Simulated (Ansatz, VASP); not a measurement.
# MgO: VASP beside Ansatz

```
CELL_PARAMETERS angstrom
3.53470 0.00000 0.00000
-1.76735 3.06114 0.00000
0.00000 0.00000 4.81860
ATOMIC_POSITIONS crystal
Mg 0.33333 0.66667 0.00366
Mg 0.66667 0.33333 0.50366
O 0.33333 0.66667 0.40094
O 0.66667 0.33333 0.90094
```

Alike in both runs: task single point; functional PBEsol; k mesh 9 × 9 × 6; occupations gaussian, width 0.05 eV; no spin polarisation.

|  | VASP | Ansatz |
| --- | --- | --- |
| version | VASP 6.6.1 | Ansatz 0.2.0 |
| potentials or method | VASP PAW PBE potentials, release 64 (Mg, O), cutoff 520 eV | scalar-relativistic, plane waves, PAW |
| valence electrons in the cell | 16 | 32 |

Ansatz gave:

- gap on the k mesh at the Fermi level (eV): 2.77
- least direct gap on the mesh (eV): 2.77
- pressure (GPa): -8.6
- traceless stress, the component that is largest in VASP (GPa): 11.38
- rms of the force components (eV/Å): 0.557

Question: What did VASP give for the same quantities?

Answer: gap on the k mesh at the Fermi level (eV): 2.76; least direct gap on the mesh (eV): 2.76; pressure (GPa): -9.0; traceless stress, the component that is largest in VASP (GPa): 11.56; rms of the force components (eV/Å): 0.564.

VASP's potentials were made for PBE, not for PBEsol, and Ansatz warns of the same on its side. Atom by atom the forces differ by 0.007 eV/Å (rms over components). VASP's potentials hold 16 valence electrons a cell and Ansatz's 32, so a difference there can come from the potentials and not from the codes.
